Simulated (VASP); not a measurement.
# Ru8N in VASP: a series of runs

Ru8N is run at these levels: PBE+D3(BJ); tasks: single point.

Program: VASP 6.6.1. These are calculated values, not measurements. Logs are shortened: lines on timing, memory, paths and dates and some standing lists are left out, and cuts for length are marked.

## Step 1: The cell of the first run

The cell holds a slab with vacuum, 18 atoms: a = 5.395 Å, b = 5.395 Å, c = 25.038 Å, α = 90.00°, β = 90.00°, γ = 120.00°.

## Step 2: Single point, PBE+D3(BJ)

Input file INCAR:

```
SYSTEM = Ru8N
  ALGO = Normal
  DIPOL = 0.5 0.5 0.317
  EDIFF = 1E-6
  ENCUT = 520
  GGA = PE
  GGA_COMPAT = .FALSE.
  IDIPOL = 3
  ISIF = 2
  ISMEAR = 0
  IVDW = 12
  LASPH = .TRUE.
  LCHARG = .FALSE.
  LDIPOL = .TRUE.
  LREAL = .FALSE.
  LWAVE = .FALSE.
  NBANDS = 132
  NELM = 120
  NELMDL = -8
  PREC = Accurate
  SIGMA = 0.1
```

Input file KPOINTS:

```
k-points
0
G
  6 6 1
  0 0 0
```

Input file POSCAR:

```
Ru8N
1.0
    5.3951895594      0.0000000000      0.0000000000
   -2.6975947797      4.6723712167      0.0000000000
    0.0000000000      0.0000000000     25.0383144398
Ru N
16 2
Direct
    0.3333333333      0.1666666667      0.1597551628
    0.3333333333      0.6666666667      0.1597551628
    0.8333333333      0.1666666667      0.1597551628
    0.8333333333      0.6666666667      0.1597551628
    0.1666666667      0.3333333333      0.2449409688
    0.1666666667      0.8333333333      0.2449409688
    0.6666666667      0.3333333333      0.2449409688
    0.6666666667      0.8333333333      0.2449409688
    0.3333333333      0.1666666667      0.3299719610
    0.3333333333      0.6666666667      0.3299719610
    0.8333333333      0.1666666667      0.3299719610
    0.8333333333      0.6666666667      0.3299719610
    0.1666666667      0.3333333333      0.4128997766
    0.1666666667      0.8333333333      0.4128997766
    0.6666666667      0.3333333333      0.4128997766
    0.6666666667      0.8333333333      0.4128997766
    0.5000000000      0.5000000000      0.5327161488
    0.5000000000      0.5000000000      0.5766488185
```

Potentials or basis: VASP PAW PBE potentials, release 64 (Ru_pv, N).

Started as:

```
> cat potpaw_PBE.64/Ru_pv/POTCAR potpaw_PBE.64/N/POTCAR > POTCAR
> mpirun -np 1 vasp_std > vasp.out
```

OUTCAR:

```text
SYSTEM = Ru8N
   EDIFF = 1E-6
   ENCUT = 520
   GGA = PE
   ISIF = 2
   ISMEAR = 0
   IVDW = 12
   LASPH = .TRUE.
   LREAL = .FALSE.
   NELM = 120
   NELMDL = -8
   PREC = Accurate
 IVDW          = 12

 ion  position               nearest neighbor table
   1  0.333  0.167  0.160-   5 2.64   7 2.64   6 2.64   3 2.70   3 2.70   2 2.70   2 2.70   4 2.70
                             4 2.70
   2  0.333  0.667  0.160-   6 2.64   8 2.64   5 2.64   4 2.70   4 2.70   3 2.70   1 2.70   1 2.70
                             3 2.70
   3  0.833  0.167  0.160-   7 2.64   5 2.64   8 2.64   1 2.70   1 2.70   2 2.70   4 2.70   4 2.70
                             2 2.70
   4  0.833  0.667  0.160-   8 2.64   6 2.64   7 2.64   2 2.70   2 2.70   1 2.70   3 2.70   3 2.70
                             1 2.70
   5  0.167  0.333  0.245-   9 2.64  11 2.64  10 2.64   1 2.64   3 2.64   2 2.64   7 2.70   7 2.70
                             6 2.70   6 2.70   8 2.70   8 2.70
   6  0.167  0.833  0.245-  10 2.64  12 2.64   9 2.64   2 2.64   4 2.64   1 2.64   8 2.70   8 2.70
                             7 2.70   5 2.70   5 2.70   7 2.70
   7  0.667  0.333  0.245-  11 2.64   9 2.64  12 2.64   3 2.64   1 2.64   4 2.64   5 2.70   5 2.70
                             6 2.70   8 2.70   8 2.70   6 2.70
   8  0.667  0.833  0.245-  12 2.64  10 2.64  11 2.64   4 2.64   2 2.64   3 2.64   6 2.70   6 2.70
                             5 2.70   7 2.70   7 2.70   5 2.70
   9  0.333  0.167  0.330-  13 2.60  15 2.60  14 2.60   5 2.64   7 2.64   6 2.64  11 2.70  11 2.70
                            10 2.70  10 2.70  12 2.70  12 2.70
  10  0.333  0.667  0.330-  14 2.60  16 2.60  13 2.60   6 2.64   8 2.64   5 2.64  12 2.70  12 2.70
                            11 2.70   9 2.70   9 2.70  11 2.70
  11  0.833  0.167  0.330-  15 2.60  13 2.60  16 2.60   7 2.64   5 2.64   8 2.64   9 2.70   9 2.70
                            10 2.70  12 2.70  12 2.70  10 2.70
  12  0.833  0.667  0.330-  16 2.60  14 2.60  15 2.60   8 2.64   6 2.64   7 2.64  10 2.70  10 2.70
                             9 2.70  11 2.70  11 2.70   9 2.70
  13  0.167  0.333  0.413-   9 2.60  11 2.60  10 2.60  15 2.70  15 2.70  16 2.70  14 2.70  14 2.70
                            16 2.70
  14  0.167  0.833  0.413-  10 2.60  12 2.60   9 2.60  16 2.70  16 2.70  13 2.70  13 2.70  15 2.70
                            15 2.70
  15  0.667  0.333  0.413-  11 2.60   9 2.60  12 2.60  13 2.70  13 2.70  16 2.70  16 2.70  14 2.70
                            14 2.70
  16  0.667  0.833  0.413-  12 2.60  10 2.60  11 2.60  14 2.70  14 2.70  15 2.70  15 2.70  13 2.70
                            13 2.70
  17  0.500  0.500  0.533-  18 1.10
  18  0.500  0.500  0.577-  17 1.10

  LATTYP: Found a hexagonal cell.
 ALAT       =     5.3951895594
 C/A-ratio  =     4.6408590772

  Lattice vectors:

 A1 = (   5.3951895594,   0.0000000000,   0.0000000000)
 A2 = (  -2.6975947797,   4.6723712167,   0.0000000000)
 A3 = (   0.0000000000,   0.0000000000,  25.0383144398)

Analysis of symmetry for initial positions (statically):
=====================================================================
 Subroutine PRICEL returns:
 Original cell was already a primitive cell.

 Routine SETGRP: Setting up the symmetry group for a
 hexagonal supercell.

 Subroutine GETGRP returns: Found  6 space group operations
 (whereof  2 operations were pure point group operations)
 out of a pool of 24 trial point group operations.

The static configuration has the point symmetry C_1h.
 The point group associated with its full space group is C_3v.

Analysis of symmetry for dynamics (positions and initial velocities):
=====================================================================
 Subroutine PRICEL returns:
 Original cell was already a primitive cell.

 Routine SETGRP: Setting up the symmetry group for a
 hexagonal supercell.

 Subroutine GETGRP returns: Found  6 space group operations
 (whereof  2 operations were pure point group operations)
 out of a pool of 24 trial point group operations.

The dynamic configuration has the point symmetry C_1h.
 The point group associated with its full space group is C_3v.

 Subroutine INISYM returns: Found  6 space group operations
 (whereof  2 operations are pure point group operations),
 and found     1 'primitive' translations

----------------------------------------------------------------------------------------

                                     Primitive cell

  volume of cell :     631.1741

  direct lattice vectors                    reciprocal lattice vectors
     5.395189559  0.000000000  0.000000000     0.185350299  0.107012045  0.000000000
    -2.697594780  4.672371217  0.000000000     0.000000000  0.214024090  0.000000000
     0.000000000  0.000000000 25.038314440     0.000000000  0.000000000  0.039938791

  length of vectors
     5.395189559  5.395189559 25.038314440     0.214024090  0.214024090  0.039938791

  position of ions in fractional coordinates (direct lattice)
     0.333333333  0.166666667  0.159755163
     0.333333333  0.666666667  0.159755163
     0.833333333  0.166666667  0.159755163
     0.833333333  0.666666667  0.159755163
     0.166666667  0.333333333  0.244940969
     0.166666667  0.833333333  0.244940969
[... 10 lines left out ...]
     0.500000000  0.500000000  0.532716149
     0.500000000  0.500000000  0.576648818

  ion indices of the primitive-cell ions
   primitive index   ion index
                 1           1
                 2           2
                 3           3
                 4           4
                 5           5
                 6           6
[... 10 lines left out ...]
                17          17
                18          18

----------------------------------------------------------------------------------------

 KPOINTS: k-points

Automatic generation of k-mesh.
 Grid dimensions read from file:
 generate k-points for:    6    6    1

 Generating k-lattice:

  Cartesian coordinates                     Fractional coordinates (reciprocal lattice)
     0.030891717  0.017835341  0.000000000     0.166666667  0.000000000  0.000000000
     0.000000000  0.035670682  0.000000000     0.000000000  0.166666667  0.000000000
     0.000000000  0.000000000  0.039938791     0.000000000  0.000000000  1.000000000

  Length of vectors
     0.035670682  0.035670682  0.039938791

  Shift w.r.t. Gamma in fractional coordinates (k-lattice)
     0.000000000  0.000000000  0.000000000

 Subroutine IBZKPT returns following result:
 ===========================================

 Found      7 irreducible k-points:

 Following reciprocal coordinates:
            Coordinates               Weight
  0.000000  0.000000  0.000000      1.000000
  0.166667  0.000000  0.000000      6.000000
  0.333333  0.000000  0.000000      6.000000
  0.500000  0.000000  0.000000      3.000000
  0.166667  0.166667  0.000000      6.000000
  0.333333  0.166667  0.000000     12.000000
  0.333333  0.333333  0.000000      2.000000
   k-points           NKPTS =      7   k-points in BZ     NKDIM =      7   number of bands    NBANDS=    132
   number of dos      NEDOS =    301   number of ions     NIONS =     18
   total plane-waves  NPLWV = 307200
   dimension x,y,z NGX =    40 NGY =   40 NGZ =  192
   dimension x,y,z NGXF=    80 NGYF=   80 NGZF=  384
   ions per type =              16   2
   NGX,Y,Z   is equivalent  to a cutoff of  12.33, 12.33, 12.75 a.u.
   NGXF,Y,Z  is equivalent  to a cutoff of  24.65, 24.65, 25.50 a.u.
 SYSTEM =  Ru8N
   PREC   = accura    normal or accurate (medium, high low for compatibility)
   ISTART =      0    job   : 0-new  1-cont  2-samecut
   ICHARG =      2    charge: 1-file 2-atom 10-const
   ISPIN  =      1    spin polarized calculation?
   LNONCOLLINEAR =      F non collinear calculations
   LSORBIT =      F    spin-orbit coupling
   LASPH  =      T    aspherical Exc in radial PAW
   ENCUT  =  520.0 eV  38.22 Ry    6.18 a.u.  10.03 10.03 46.55*2*pi/ulx,y,z
   NELM   =    120;   NELMIN=  2; NELMDL= -8     # of ELM steps
   EDIFF  = 0.1E-05   stopping-criterion for ELM
   LREAL  =      F    real-space projection
   EDIFFG = 0.1E-04   stopping-criterion for IOM
   NSW    =      0    number of steps for IOM
   IBRION =     -1    ionic relax: 0-MD 1-quasi-New 2-CG
   NFREE  =      0    steps in history (QN), initial steepest desc. (CG)
   ISIF   =      2    stress and relaxation
   ISYM   =      2    0-nonsym 1-usesym 2-fastsym
   POTIM  = 0.5000    time-step for ionic-motion
   TEBEG  =    0.0;   TEEND  =   0.0 temperature during run
   PSTRESS=    0.0 pullay stress
   NELECT =     234.0000    total number of electrons
   NUPDOWN=      -1.0000    fix difference up-down
   EMIN   =  10.00;   EMAX   =-10.00  energy-range for DOS
   EFERMI =   0.00;   METHOD = LEGACY
   ISMEAR =     0;   SIGMA  =   0.10  broadening in eV -4-tet -1-fermi 0-gaus
   EFERMI_NEDOS =   21; number of points for ismear=-14 and -15
   IALGO  =     38    algorithm
   IMIX   =      4    mixing-type and parameters
     AMIX     =   0.40;   BMIX     =  1.00
     AMIX_MAG =   1.60;   BMIX_MAG =  1.00
  volume/ion in A,a.u.               =      35.07       236.63
  Fermi-wavevector in a.u.,A,eV,Ry     =   1.176063  2.222436 18.818531  1.383123
  Thomas-Fermi vector in A             =   2.312433
   LORBIT       =      0    0 simple, 1 ext, 2 COOP (PROOUT), +10 PAW based schemes
   GGA     = PE    functional components
   LHFCALC =     F    Hartree Fock is set to
   AEXX    =    0.0000 exact exchange contribution
   IVDW    =    12    specifies the selected vdW correction
   LEPSILON=     F    determine dielectric tensor
   LRPA    =     F    only Hartree local field effects (RPA)
 non-spin polarized calculation
 Gauss-broadening in eV      SIGMA  =   0.10
  energy-cutoff  :      520.00
  volume of cell :      631.17
 maximum number of plane-waves:     17040
   NGX = 21   NGY = 21   NGZ = 93

 dipolmoment           0.000000      0.000000      0.046758 electrons x Angstroem

 number of electron     234.0000049 magnetization

 dipolmoment           0.000000      0.000000     -0.042939 electrons x Angstroem

 Free energy of the ion-electron system (eV)
  ---------------------------------------------------
  ext. energy  EPLUGINS =         0.00000000
  ---------------------------------------------------
  free energy    TOTEN  =      -155.89775216 eV

  energy without entropy =     -155.79924451  energy(sigma->0) =     -155.84849834

 E-fermi :   1.5292     XC(G=0):  -6.1329

 val. band max:        1.5134168478   @ k =   0.3333   0.1667   0.0000
 cond. band min:       1.5505864531   @ k =   0.3333   0.0000   0.0000
 fundamental gap:      0.0371696053
 Fermi energy:         1.5292353715

 k-point     1 :       0.0000    0.0000    0.0000
  band No.  band energies     occupation
      1     -42.1711      2.00000
      2     -42.1711      2.00000
      3     -42.1645      2.00000
      4     -42.1440      2.00000
      5     -42.0954      2.00000
      6     -42.0947      2.00000
[... 121 lines left out ...]
    128       2.9480      0.00000
    129       2.9527      0.00000

 k-point     2 :       0.1667    0.0000    0.0000
  band No.  band energies     occupation
      1     -42.1433      2.00000
      2     -42.1390      2.00000
      3     -42.1259      2.00000
      4     -42.1212      2.00000
      5     -42.0712      2.00000
      6     -42.0706      2.00000
[... 781 lines left out ...]
    128       2.3615      0.00000
    129       2.3870      0.00000
 [bands above 129 left out]

------------------------ aborting loop because EDIFF is reached ----------------------------------------

 vacuum level on the upper side and lower side of the slab       (xc-potential included)        -0.321        -0.015

 Edisp (eV)   -7.57867

 E8    (eV) :    -3.5549

  FORCE on cell =-STRESS in cart. coord.  units (eV):
  Direction    XX          YY          ZZ          XY          YZ          ZX
  --------------------------------------------------------------------------------------
  -------------------------------------------------------------------------------------
  Total     -11.72846   -11.72846    -1.49629     0.00000    -0.00000     0.00000
  in kB     -29.77163   -29.77163    -3.79819     0.00000    -0.00000     0.00000
  external pressure =      -21.11 kB  Pullay stress =        0.00 kB

 VOLUME and BASIS-vectors are now :
 -----------------------------------------------------------------------------
  energy-cutoff  :      520.00
  volume of cell :      631.17
      direct lattice vectors                 reciprocal lattice vectors
     5.395189559  0.000000000  0.000000000     0.185350299  0.107012045  0.000000000
    -2.697594780  4.672371217  0.000000000     0.000000000  0.214024090  0.000000000
     0.000000000  0.000000000 25.038314440     0.000000000  0.000000000  0.039938791

 POSITION                                       TOTAL-FORCE (eV/Angst)
 -----------------------------------------------------------------------------------
      1.34880      0.77873      4.00000         0.000000      0.010310      0.516896
     -0.00000      3.11491      4.00000         0.008929     -0.005155      0.516896
      4.04639      0.77873      4.00000         0.000000     -0.000000      0.509445
      2.69759      3.11491      4.00000        -0.008929     -0.005155      0.516896
      0.00000      1.55746      6.13291         0.004631      0.002674     -0.525171
     -1.34880      3.89364      6.13291         0.000000      0.000000     -0.533603
[... 10 lines left out ...]
      1.34880      2.33619     13.33831         0.000000     -0.000000     -2.132777
      1.34880      2.33619     14.43831         0.000000      0.000000      2.288765
 -----------------------------------------------------------------------------------
    total drift:                                0.000000     -0.000000     -0.000518

  FREE ENERGIE OF THE ION-ELECTRON SYSTEM (eV)
  ---------------------------------------------------
  free  energy   TOTEN  =      -163.4764178170 eV

  energy  without entropy=     -163.3779101712  energy(sigma->0) =     -163.42716399

 vacuum level on the upper side and lower side of the slab         6.168         6.483
```

It took 63 min on 1 thread of Intel Xeon Platinum 8175M at 2.50GHz (Skylake/Cascade Lake), shared host; peak memory 0.87 GiB.

Results:

- Free energy: -163.4764 eV
- Largest force: 2.289 eV/Å
- Band gap on the k mesh: zero (bands 117 and 118 overlap by 1.25 eV)
- Dispersion energy per atom: -0.421 eV

Forces on the atoms (eV/Å):
```
Ru   0.000  0.010  0.517
Ru   0.009 -0.005  0.517
Ru   0.000  0.000  0.509
Ru  -0.009 -0.005  0.517
Ru   0.005  0.003 -0.525
Ru   0.000  0.000 -0.534
Ru  -0.005  0.003 -0.525
Ru   0.000 -0.005 -0.525
Ru   0.000 -0.020 -0.082
Ru  -0.017  0.010 -0.082
Ru   0.000  0.000  0.240
Ru   0.017  0.010 -0.082
Ru  -0.081 -0.047 -0.022
Ru   0.000  0.000 -0.035
Ru   0.081 -0.047 -0.022
Ru   0.000  0.094 -0.022
N    0.000  0.000 -2.133
N    0.000  0.000  2.289
```

Caveat: the standard files for N, O and F lose accuracy on very short bonds.

(Continued in part 2 of 2.)
